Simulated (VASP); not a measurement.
# ZrB2 in VASP: further runs, part 2 of 2

VASP 6.6.1. Earlier steps stand in the parts before.

## (3) Single point, PBE

The input, INCAR:

```
SYSTEM = ZrB2
ALGO = Normal
EDIFF = 1E-6
ENCUT = 520
GGA = PE
ISIF = 2
ISMEAR = 0
LASPH = .True.
LCHARG = .False.
LREAL = .False.
LWAVE = .False.
NBANDS = 16
NELM = 60
PREC = Accurate
SIGMA = 0.05
```

The input, KPOINTS:

```
k-points
0
Gamma
  12 12 10
  0 0 0
```

The input, POSCAR:

```
ZrB2
1.0
    3.1700000000      0.0000000000      0.0000000000
   -1.5850000000      2.7453005300      0.0000000000
    0.0000000000      0.0000000000      3.5330000000
Zr B
1 2
Direct
    0.0000000000      0.0000000000      0.0000000000
    0.3333333333      0.6666666667      0.5000000000
    0.6666666667      0.3333333333      0.5000000000
```

Potentials or basis: VASP PAW PBE potentials, release 64 (Zr_sv, B).

Launch:

```console
> cat potpaw_PBE.64/Zr_sv/POTCAR potpaw_PBE.64/B/POTCAR > POTCAR
> mpirun -np 1 vasp_std > vasp.out
```

Run time: 53 s. Hardware: 1 thread of Intel Xeon 8259CL, shared host; peak memory 0.18 GiB.

Results (log left out):

* Free energy: -24.9792 eV
* Pressure: 0.9 GPa
* Band gap on the k mesh: zero (bands 9 and 10 overlap by 1.12 eV)

Stress tensor (GPa, compression positive):
```
0.62 0.00 0.00
0.00 0.62 0.00
0.00 0.00 1.46
```

Levels at points of the mesh, in eV from the Fermi level:
| k point | band 7 | band 8 | band 9 | band 10 | band 11 | band 12 |
| --- | --- | --- | --- | --- | --- | --- |
| (0.00, 0.00, 0.00) | -2.74 | -2.69 | -2.46 | 3.29 | 3.29 | 4.07 |
| (0.50, 0.00, 0.00) | -4.00 | -3.17 | -2.79 | 2.12 | 2.20 | 4.82 |
| (0.00, 0.00, 0.50) | -1.07 | -1.07 | 0.22 | 0.22 | 0.67 | 0.67 |
| (0.50, 0.00, 0.50) | -4.72 | -4.24 | -2.11 | 3.63 | 3.97 | 5.19 |

## (4) Single point, PBE

The input, INCAR:

```
SYSTEM = ZrB2
PREC = Accurate
ENCUT = 520
EDIFF = 1E-7
ISMEAR = 0
SIGMA = 0.05
LREAL = .False.
LASPH = .True.
NELM = 100
ALGO = Normal
ISIF = 2
LWAVE = .False.
LCHARG = .False.
GGA = PE
NELECT = 17.8
NBANDS = 16
```

The input, KPOINTS:

```
regular mesh
0
Gamma
  12 12 10
  0 0 0
```

POSCAR is that of step 3.

Launch:

```console
> cat potpaw_PBE.64/Zr_sv/POTCAR potpaw_PBE.64/B/POTCAR > POTCAR
> mpirun -np 1 vasp_std > vasp.out
```

It took 48 s on 1 thread of Intel Xeon 8259CL, shared host; peak memory 0.18 GiB.

It converged, with:

| Item | Value |
| --- | --- |
| Free energy | -27.0003 eV |

Levels at points of the mesh, in eV from the Fermi level:
| k point | band 6 | band 7 | band 8 | band 9 | band 10 | band 11 | band 12 | band 13 |
| --- | --- | --- | --- | --- | --- | --- | --- | --- |
| (0.00, 0.00, 0.00) | -1.89 | -1.89 | -1.86 | -1.60 | 4.07 | 4.07 | 4.88 | 4.88 |
| (0.50, 0.00, 0.00) | -7.76 | -3.16 | -2.29 | -1.96 | 2.98 | 2.99 | 5.58 | 5.69 |
| (0.00, 0.00, 0.50) | -6.21 | -0.20 | -0.20 | 1.05 | 1.05 | 1.46 | 1.46 | 2.53 |
| (0.50, 0.00, 0.50) | -6.23 | -3.86 | -3.40 | -1.27 | 4.43 | 4.85 | 5.94 | 6.92 |

Caveat: the cell carries a net charge on a neutralising background, which shifts energy and pressure; the cell is charged against a uniform background, so pressure and absolute levels hang on convention.

## (5) Single point, PBE

The input, INCAR:

```
SYSTEM = ZrB2
ALGO = Normal
EDIFF = 1E-6
ENCUT = 520
GGA = PE
ISIF = 2
ISMEAR = 0
LASPH = .True.
LCHARG = .False.
LREAL = .False.
LWAVE = .False.
NBANDS = 16
NELM = 100
PREC = Accurate
SIGMA = 0.05
```

The input, KPOINTS:

```
k-points
0
Gamma
  12 12 10
  0 0 0
```

POSCAR: that of step 4 with these lines changed.

```diff
@@ -10,2 +10,2 @@
     0.3333333333      0.6666666667      0.5000000000
-    0.6666666667      0.3333333333      0.5000000000
+    0.6848796089      0.3697592178      0.5000000000
```

Potentials or basis: VASP PAW PBE potentials, release 64 (Zr_sv, B).

Launch:

```console
> cat potpaw_PBE.64/Zr_sv/POTCAR potpaw_PBE.64/B/POTCAR > POTCAR
> mpirun -np 1 vasp_std > vasp.out
```

OUTCAR:

```text
SYSTEM = ZrB2
   EDIFF = 1E-6
   ENCUT = 520
   GGA = PE
   ISIF = 2
   ISMEAR = 0
   LASPH = .True.
   LREAL = .False.
   NELM = 100
   PREC = Accurate

 ion  position               nearest neighbor table
   1  0.000  0.000  0.000-   3 2.47   3 2.47   2 2.54   2 2.54   2 2.54   2 2.54   2 2.54   2 2.54
                             3 2.58   3 2.58   3 2.58   3 2.58
   2  0.333  0.667  0.500-   3 1.78   3 1.78   3 1.93   1 2.54   1 2.54   1 2.54   1 2.54   1 2.54
                             1 2.54
   3  0.685  0.370  0.500-   2 1.78   2 1.78   2 1.93   1 2.47   1 2.47   1 2.58   1 2.58   1 2.58
                             1 2.58

  LATTYP: Found a hexagonal cell.
 ALAT       =     3.1700000000
 C/A-ratio  =     1.1145110410

  Lattice vectors:

 A1 = (   3.1700000000,   0.0000000000,   0.0000000000)
 A2 = (  -1.5850000000,   2.7453005300,   0.0000000000)
 A3 = (   0.0000000000,   0.0000000000,   3.5330000000)

Analysis of symmetry for initial positions (statically):
=====================================================================
 Subroutine PRICEL returns:
 Original cell was already a primitive cell.

 Routine SETGRP: Setting up the symmetry group for a
 hexagonal supercell.

 Subroutine GETGRP returns: Found  4 space group operations
[... 171 lines left out ...]
 fundamental gap:      0.0522749697
 Fermi energy:        10.5780184309

 k-point     1 :       0.0000    0.0000    0.0000
  band No.  band energies     occupation
      1     -38.1070      2.00000
      2     -16.2952      2.00000
      3     -15.7584      2.00000
      4     -15.7252      2.00000
      5      -2.2097      2.00000
      6       7.5024      2.00000
[... 433 lines left out ...]
      3     -16.1445      2.00000
      4     -15.9725      2.00000
      5       0.2589      2.00000
      6       3.4896      2.00000
[... 8 lines left out ...]
     15      19.2407      0.00000
     16      19.7102      0.00000

 [... further k-points ...]

------------------------ aborting loop because EDIFF is reached ----------------------------------------

  FORCE on cell =-STRESS in cart. coord.  units (eV):
  Direction    XX          YY          ZZ          XY          YZ          ZX
  --------------------------------------------------------------------------------------
  -------------------------------------------------------------------------------------
  Total        0.0093992      0.6545540      0.3493420      0.0000000      0.0000000      0.0000000
  in kB        0.4897865     34.1085487     18.2040723      0.0000000      0.0000000      0.0000000
  external PRESSURE =      17.6008025 kB  Pullay stress =       0.0000000 kB

 VOLUME and BASIS-vectors are now :
 -----------------------------------------------------------------------------
  energy-cutoff  :      520.00
  volume of cell :       30.75
      direct lattice vectors                 reciprocal lattice vectors
     3.170000000  0.000000000  0.000000000     0.315457413  0.182129422  0.000000000
    -1.585000000  2.745300530  0.000000000     0.000000000  0.364258845  0.000000000
     0.000000000  0.000000000  3.533000000     0.000000000  0.000000000  0.283045570

 POSITION                                       TOTAL-FORCE (eV/Angst)
 -----------------------------------------------------------------------------------
      0.00000      0.00000      0.00000         0.000000      0.695416      0.000000
     -0.00000      1.83020      1.76650         0.000000      0.690430      0.000000
      1.58500      1.01510      1.76650        -0.000000     -1.385846      0.000000
 -----------------------------------------------------------------------------------
    total drift:                                0.000000      0.000036      0.000000

  FREE ENERGIE OF THE ION-ELECTRON SYSTEM (eV)
  ---------------------------------------------------
  free  energy   TOTEN  =       -24.9091741076 eV

  energy  without entropy=      -24.9090464831  energy(sigma->0) =      -24.90911030
```

OSZICAR:

```text
N       E                     dE             d eps       ncg     rms          rms(c)
DAV:   1     0.102025139584E+03    0.10203E+03   -0.97068E+03  8256   0.112E+03
DAV:   2    -0.234854874290E+02   -0.12551E+03   -0.12049E+03 10792   0.288E+02
DAV:   3    -0.275569167094E+02   -0.40714E+01   -0.40539E+01 12864   0.446E+01
DAV:   4    -0.276153866800E+02   -0.58470E-01   -0.58463E-01 10016   0.494E+00
DAV:   5    -0.276163521239E+02   -0.96544E-03   -0.96543E-03 12360   0.466E-01    0.216E+01
DAV:   6    -0.249549248387E+02    0.26614E+01   -0.59801E+00 10808   0.162E+01    0.867E+00
DAV:   7    -0.249103138499E+02    0.44611E-01   -0.62440E-01 11408   0.493E+00    0.319E+00
DAV:   8    -0.249134664621E+02   -0.31526E-02   -0.97051E-02 10008   0.249E+00    0.411E-01
DAV:   9    -0.249095248381E+02    0.39416E-02   -0.20626E-02 10288   0.105E+00    0.219E-01
DAV:  10    -0.249091661009E+02    0.35874E-03   -0.18159E-03  9576   0.386E-01    0.353E-02
DAV:  11    -0.249091763188E+02   -0.10218E-04   -0.66011E-05 10928   0.769E-02    0.109E-02
DAV:  12    -0.249091740735E+02    0.22453E-05   -0.28325E-06  9656   0.146E-02    0.571E-03
DAV:  13    -0.249091741076E+02   -0.34082E-07   -0.23552E-07  5376   0.475E-03
   1 F= -.24909174E+02 E0= -.24909110E+02  d E =-.127624E-03
```

Run time: 1.8 min. Hardware: 1 thread of Intel Xeon 8259CL, shared host; peak memory 0.24 GiB.

What came out:

```
Free energy            : -24.9092 eV
Pressure               : 1.8 GPa
Largest force          : 1.386 eV/Å
Band gap on the k mesh : zero (bands 9 and 10 overlap by 1.20 eV)
```

Forces in eV/Å, atoms in the order of the input:
```
Zr   0.000  0.695  0.000
B    0.000  0.690  0.000
B    0.000 -1.386  0.000
```

Caveat: forces of over 1 eV/Å act on the atoms, so gaps and moduli don't describe the material at rest.
